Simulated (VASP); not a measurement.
# Zr6InPb2 in VASP: relaxation of cell and atoms with PBE

Aim: the relaxation of cell and atoms of Zr6InPb2 with PBE.

Program: VASP 6.6.1. These are calculated values, not measurements. Logs are shortened: lines on timing, memory, paths and dates and some standing lists are left out, and cuts for length are marked.

## Step 1: The cell of the first run

The typed cell holds 9 atoms: a = 7.821 Å, b = 7.821 Å, c = 3.659 Å, α = 90.00°, β = 90.00°, γ = 120.00°.

## Step 2: Relaxation of cell and atoms, PBE

INCAR

```
SYSTEM = Zr6InPb2
ALGO = Normal ; EDIFF = 1E-7
EDIFFG = -0.01 ; ENCUT = 500
GGA = PE ; GGA_COMPAT = .FALSE.
IBRION = 2 ; ISIF = 3
ISMEAR = -1 ; KPAR = 4
LASPH = .TRUE. ; LCHARG = .FALSE.
LREAL = .FALSE. ; LWAVE = .FALSE.
NELM = 120 ; NELMIN = 4
NSW = 100 ; PREC = Accurate
SIGMA = 0.1
```

KPOINTS

```
k-points
0
G
  5 5 9
  0 0 0
```

POSCAR

```
Zr6InPb2
1.0
    7.8212190000      0.0000000000      0.0000000000
   -3.9106090000      6.7733780000      0.0000000000
    0.0000000000      0.0000000000      3.6588150000
Pb Zr In
2 6 1
Direct
    0.3333000000      0.6667000000      0.5000000000
    0.6667000000      0.3333000000      0.5000000000
    0.5961000000      0.0000000000      0.0000000000
    0.4039000000      0.4039000000      0.0000000000
    0.0000000000      0.5961000000      0.0000000000
    0.2428000000      0.0000000000      0.5000000000
    0.7572000000      0.7572000000      0.5000000000
    0.0000000000      0.2428000000      0.5000000000
    0.0000000000      0.0000000000      0.0000000000
```

Potentials or basis: VASP PAW PBE potentials, release 64 (Pb_d, Zr_sv, In_d).

Launch:

```bash
cat potpaw_PBE.64/Pb_d/POTCAR potpaw_PBE.64/Zr_sv/POTCAR potpaw_PBE.64/In_d/POTCAR > POTCAR
mpirun -np 4 vasp_std > vasp.out
```

OUTCAR:

```text
SYSTEM = Zr6InPb2
   EDIFF = 1E-7
   EDIFFG = -0.01
   ENCUT = 500
   GGA = PE
   IBRION = 2
   ISIF = 3
   ISMEAR = -1
   LASPH = .TRUE.
   LREAL = .FALSE.
   NELM = 120
   NELMIN = 4
   NSW = 100
   PREC = Accurate

 ion  position               nearest neighbor table
   1  0.333  0.667  0.500-   5 3.00   5 3.00   3 3.00   3 3.00   4 3.00   4 3.00   6 3.02   8 3.02
                             7 3.02
   2  0.667  0.333  0.500-   3 3.00   3 3.00   5 3.00   5 3.00   4 3.00   4 3.00   8 3.02   6 3.02
                             7 3.02
   3  0.596  0.000  0.000-   2 3.00   2 3.00   1 3.00   1 3.00   9 3.16   7 3.31   7 3.31   8 3.31
                             8 3.31   6 3.31   6 3.31
   4  0.404  0.404  0.000-   2 3.00   2 3.00   1 3.00   1 3.00   9 3.16   8 3.31   8 3.31   6 3.31
                             6 3.31   7 3.31   7 3.31
   5  0.000  0.596  0.000-   1 3.00   1 3.00   2 3.00   2 3.00   9 3.16   7 3.31   7 3.31   6 3.31
                             6 3.31   8 3.31   8 3.31
   6  0.243  0.000  0.500-   9 2.64   9 2.64   1 3.02   2 3.02   8 3.29   7 3.29   4 3.31   4 3.31
                             5 3.31   5 3.31   3 3.31   3 3.31
   7  0.757  0.757  0.500-   9 2.64   9 2.64   1 3.02   2 3.02   6 3.29   8 3.29   5 3.31   5 3.31
                             3 3.31   3 3.31   4 3.31   4 3.31
   8  0.000  0.243  0.500-   9 2.64   9 2.64   2 3.02   1 3.02   6 3.29   7 3.29   4 3.31   4 3.31
                             3 3.31   3 3.31   5 3.31   5 3.31
   9  0.000  0.000  0.000-   6 2.64   6 2.64   8 2.64   8 2.64   7 2.64   7 2.64   3 3.16   5 3.16
                             4 3.16

  LATTYP: Found a hexagonal cell.
 ALAT       =     7.8212190000
 C/A-ratio  =     0.4678062333

  Lattice vectors:

 A1 = (   7.8212190000,   0.0000000000,   0.0000000000)
 A2 = (  -3.9106090000,   6.7733780000,   0.0000000000)
 A3 = (   0.0000000000,   0.0000000000,   3.6588150000)

Analysis of symmetry for initial positions (statically):
=====================================================================
 Subroutine PRICEL returns:
 Original cell was already a primitive cell.

 Routine SETGRP: Setting up the symmetry group for a
 hexagonal supercell.

 Subroutine GETGRP returns: Found  4 space group operations
 (whereof  4 operations were pure point group operations)
 out of a pool of 24 trial point group operations.

The static configuration has the point symmetry C_2v.

Analysis of symmetry for dynamics (positions and initial velocities):
=====================================================================
 Subroutine PRICEL returns:
 Original cell was already a primitive cell.

 Routine SETGRP: Setting up the symmetry group for a
 hexagonal supercell.

 Subroutine GETGRP returns: Found  4 space group operations
 (whereof  4 operations were pure point group operations)
 out of a pool of 24 trial point group operations.

The dynamic configuration has the point symmetry C_2v.

 Subroutine INISYM returns: Found  4 space group operations
 (whereof  4 operations are pure point group operations),
 and found     1 'primitive' translations

----------------------------------------------------------------------------------------

                                     Primitive cell

  volume of cell :     193.8296

  direct lattice vectors                    reciprocal lattice vectors
     7.821219000  0.000000000  0.000000000     0.127857307  0.073818401  0.000000000
    -3.910609000  6.773378000  0.000000000     0.000000000  0.147636822  0.000000000
     0.000000000  0.000000000  3.658815000     0.000000000  0.000000000  0.273312534

  length of vectors
     7.821219000  7.821221917  3.658815000     0.147636877  0.147636822  0.273312534

  position of ions in fractional coordinates (direct lattice)
     0.333300000  0.666700000  0.500000000
     0.666700000  0.333300000  0.500000000
     0.596100000  0.000000000  0.000000000
     0.403900000  0.403900000  0.000000000
     1.000000000  0.596100000  0.000000000
     0.242800000  0.000000000  0.500000000
     0.757200000  0.757200000  0.500000000
     1.000000000  0.242800000  0.500000000
     0.000000000  0.000000000  0.000000000

  ion indices of the primitive-cell ions
   primitive index   ion index
                 1           1
                 2           2
                 3           3
                 4           4
                 5           5
                 6           6
                 7           7
                 8           8
                 9           9

----------------------------------------------------------------------------------------

 KPOINTS: k-points

Automatic generation of k-mesh.
 Grid dimensions read from file:
 generate k-points for:    5    5    9

 Generating k-lattice:

  Cartesian coordinates                     Fractional coordinates (reciprocal lattice)
     0.025571461  0.014763680  0.000000000     0.200000000 -0.000000000  0.000000000
     0.000000000  0.029527364  0.000000000     0.000000000  0.200000000  0.000000000
     0.000000000  0.000000000  0.030368059     0.000000000  0.000000000  0.111111111

  Length of vectors
     0.029527375  0.029527364  0.030368059

  Shift w.r.t. Gamma in fractional coordinates (k-lattice)
     0.000000000  0.000000000  0.000000000

 Subroutine IBZKPT returns following result:
 ===========================================

 Found     45 irreducible k-points:

 Following reciprocal coordinates:
            Coordinates               Weight
  0.000000  0.000000  0.000000      1.000000
  0.200000  0.000000  0.000000      4.000000
 -0.200000  0.200000  0.000000      2.000000
  0.400000  0.000000  0.000000      4.000000
 -0.400000  0.400000  0.000000      2.000000
  0.200000  0.200000  0.000000      2.000000
[... 16 lines left out ...]
 -0.400000  0.400000  0.222222      4.000000
  0.200000  0.200000  0.222222      4.000000
 [... further k-points ...]
   k-points           NKPTS =     45   k-points in BZ     NKDIM =     45   number of bands    NBANDS=     67
   number of dos      NEDOS =    301   number of ions     NIONS =      9
   total plane-waves  NPLWV = 100800
   dimension x,y,z NGX =    60 NGY =   60 NGZ =   28
   dimension x,y,z NGXF=   120 NGYF=  120 NGZF=   56
   ions per type =               2   6   1
   NGX,Y,Z   is equivalent  to a cutoff of  12.75, 12.75, 12.72 a.u.
   NGXF,Y,Z  is equivalent  to a cutoff of  25.51, 25.51, 25.44 a.u.
 SYSTEM =  Zr6InPb2
   PREC   = accura    normal or accurate (medium, high low for compatibility)
   ISTART =      0    job   : 0-new  1-cont  2-samecut
   ICHARG =      2    charge: 1-file 2-atom 10-const
   ISPIN  =      1    spin polarized calculation?
   LNONCOLLINEAR =      F non collinear calculations
   LSORBIT =      F    spin-orbit coupling
   LASPH  =      T    aspherical Exc in radial PAW
   ENCUT  =  500.0 eV  36.75 Ry    6.06 a.u.  14.26 14.26  6.67*2*pi/ulx,y,z
   NELM   =    120;   NELMIN=  4; NELMDL= -5     # of ELM steps
   EDIFF  = 0.1E-06   stopping-criterion for ELM
   LREAL  =      F    real-space projection
   EDIFFG = -.1E-01   stopping-criterion for IOM
   NSW    =    100    number of steps for IOM
   IBRION =      2    ionic relax: 0-MD 1-quasi-New 2-CG
   NFREE  =      1    steps in history (QN), initial steepest desc. (CG)
   ISIF   =      3    stress and relaxation
   ISYM   =      2    0-nonsym 1-usesym 2-fastsym
   POTIM  = 0.5000    time-step for ionic-motion
   TEBEG  =    0.0;   TEEND  =   0.0 temperature during run
   PSTRESS=    0.0 pullay stress
   NELECT =     113.0000    total number of electrons
   NUPDOWN=      -1.0000    fix difference up-down
   EMIN   =  10.00;   EMAX   =-10.00  energy-range for DOS
   EFERMI =   0.00;   METHOD = LEGACY
   ISMEAR =    -1;   SIGMA  =   0.10  broadening in eV -4-tet -1-fermi 0-gaus
   EFERMI_NEDOS =   21; number of points for ismear=-14 and -15
   IALGO  =     38    algorithm
   IMIX   =      4    mixing-type and parameters
     AMIX     =   0.40;   BMIX     =  1.00
     AMIX_MAG =   1.60;   BMIX_MAG =  1.00
  volume/ion in A,a.u.               =      21.54       145.34
  Fermi-wavevector in a.u.,A,eV,Ry     =   1.367606  2.584400 25.447594  1.870345
  Thomas-Fermi vector in A             =   2.493643
   LORBIT       =      0    0 simple, 1 ext, 2 COOP (PROOUT), +10 PAW based schemes
   GGA     = PE    functional components
   LHFCALC =     F    Hartree Fock is set to
   AEXX    =    0.0000 exact exchange contribution
   IVDW    =     0    specifies the selected vdW correction
   LEPSILON=     F    determine dielectric tensor
   LRPA    =     F    only Hartree local field effects (RPA)
 conjugate gradient relaxation of ions
 non-spin polarized calculation
  energy-cutoff  :      500.00
  volume of cell :      193.83
 maximum number of plane-waves:      4951
 NGX is ok and might be reduce to    60
   NGX = 29   NGY = 29   NGZ = 13

--------------------------------------- Ionic step        1  -------------------------------------------

 number of electron     113.0000006 magnetization

 Free energy of the ion-electron system (eV)
  ---------------------------------------------------
  ext. energy  EPLUGINS =         0.00000000
  ---------------------------------------------------
  free energy    TOTEN  =       -61.11714690 eV

  energy without entropy =      -60.91676068  energy(sigma->0) =      -61.01695379

------------------------ aborting loop because EDIFF is reached ----------------------------------------

  FORCE on cell =-STRESS in cart. coord.  units (eV):
  Direction    XX          YY          ZZ          XY          YZ          ZX
  --------------------------------------------------------------------------------------
  -------------------------------------------------------------------------------------
  Total       12.9648329     12.9648251     24.6543867     -0.0000179      0.0000000      0.0000000
  in kB      107.1660679    107.1660035    203.7908003     -0.0001481      0.0000000      0.0000000
  external PRESSURE =     139.3742906 kB  Pullay stress =       0.0000000 kB
[... 110 lines left out ...]
  FREE ENERGIE OF THE ION-ELECTRON SYSTEM (eV)
  ---------------------------------------------------
  free  energy   TOTEN  =       -62.4295083843 eV

  energy  without entropy=      -62.1945151068  energy(sigma->0) =      -62.31201175

[... ionic steps 4 to 11 ...]

--------------------------------------- Ionic step       12  -------------------------------------------

 number of electron     113.0000009 magnetization

------------------------ aborting loop because EDIFF is reached ----------------------------------------
[... 81 lines left out ...]
--------------------------------------- Ionic step       14  -------------------------------------------

 number of electron     113.0000009 magnetization

 Free energy of the ion-electron system (eV)
  ---------------------------------------------------
  ext. energy  EPLUGINS =         0.00000000
  ---------------------------------------------------
  free energy    TOTEN  =       -62.61924463 eV

  energy without entropy =      -62.37540610  energy(sigma->0) =      -62.49732536

 E-fermi :   8.7038     XC(G=0): -11.0429

 val. band max:        8.6734027944   @ k =  -0.2000   0.4000   0.1111
 cond. band min:       8.7172865185   @ k =   0.2000   0.2000   0.0000
 fundamental gap:      0.0438837241
 Fermi energy:         8.7038209342

 k-point     1 :       0.0000    0.0000    0.0000
  band No.  band energies     occupation
      1     -40.2922      2.00000
      2     -40.2843      2.00000
      3     -40.2843      2.00000
      4     -40.0820      2.00000
      5     -40.0789      2.00000
      6     -40.0789      2.00000
[... 1669 lines left out ...]
     66      11.0269      0.00000
     67      11.1211      0.00000

 [... further k-points ...]
[... 5 lines left out ...]
  --------------------------------------------------------------------------------------
  -------------------------------------------------------------------------------------
  Total        0.0286955      0.0283453      0.0710001     -0.0003033      0.0000000      0.0000000
  in kB        0.2145562      0.2119379      0.5308673     -0.0022677      0.0000000      0.0000000
  external PRESSURE =       0.3191205 kB  Pullay stress =       0.0000000 kB
[... 24 lines left out ...]
  FREE ENERGIE OF THE ION-ELECTRON SYSTEM (eV)
  ---------------------------------------------------
  free  energy   TOTEN  =       -62.6192446253 eV

  energy  without entropy=      -62.3754061044  energy(sigma->0) =      -62.49732536

 reached required accuracy - stopping structural energy minimisation
```

It took 25 min on 4 MPI ranks of AMD EPYC 9R45 (Zen 5), shared host; peak memory 0.63 GiB.

Results:

```
Free energy                            : -62.6192 eV
Relaxed volume                         : 23.81 Å³/atom
Relaxed cell                           : a = 7.939 Å, b = 7.939 Å, c = 3.926 Å, α = 90.00°, β = 90.00°, γ = 120.00°
Space group after relaxing (to 0.05 Å) : P-62m (No. 189)
Energy gained by relaxing              : 166.9 meV/atom
Ionic steps                            : 14
Pressure after relaxing                : 0.0 GPa
Largest force after relaxing           : 0.009 eV/Å
```

Forces in eV/Å, atoms in the order of the input:
```
Pb   0.000  0.000  0.000
Pb   0.000  0.000  0.000
Zr  -0.005  0.000  0.000
Zr   0.002  0.004  0.000
Zr   0.002 -0.004  0.000
Zr   0.009  0.000  0.000
Zr  -0.005 -0.008  0.000
Zr  -0.004  0.008  0.000
In   0.000  0.000  0.000
```

Step by step:
```csv
step,energy change (eV),largest force (eV/Å),pressure (GPa),volume (Å³)
1,0.0000,2.7263,13.94,193.83
2,-0.0183,0.1649,-11.21,251.01
3,-1.3124,0.8041,-2.01,219.56
4,-1.3137,0.8409,-1.68,218.79
5,-1.4857,0.2531,-0.01,214.59
6,-1.4929,0.1089,0.49,213.53
7,-1.4960,0.0822,-0.36,215.33
8,-1.4964,0.0889,-0.15,214.87
9,-1.4986,0.0668,-0.09,214.71
10,-1.5018,0.0136,0.07,214.24
11,-1.5018,0.0173,0.10,214.18
12,-1.5018,0.0083,-0.20,214.77
13,-1.5021,0.0089,-0.05,214.47
14,-1.5021,0.0091,0.03,214.28
```

Final structure:
```
Pb Zr In
1.0
     7.93911    0.00001    0.00000
    -3.96954    6.87548    0.00000
     0.00000    0.00000    3.92562
Pb Zr In
2 6 1
Direct
  0.33333 0.66667 0.50000
  0.66667 0.33333 0.50000
  0.60218 0.00000 0.00000
  0.39782 0.39782 0.00000
  0.00000 0.60218 0.00000
  0.26009 0.00000 0.50000
  0.73991 0.73991 0.50000
  0.00000 0.26009 0.50000
  0.99999 0.99999 0.00000
```

Levels at points of the mesh, in eV from the Fermi level:
```
           k point  band 55  band 56  band 57  band 58  band 59  band 60
(0.00, 0.00, 0.00)    -0.14    -0.14     0.35     0.35     1.18     1.28
```

Caveat: spin-orbit coupling is left out, which moves the levels of the heavy elements.
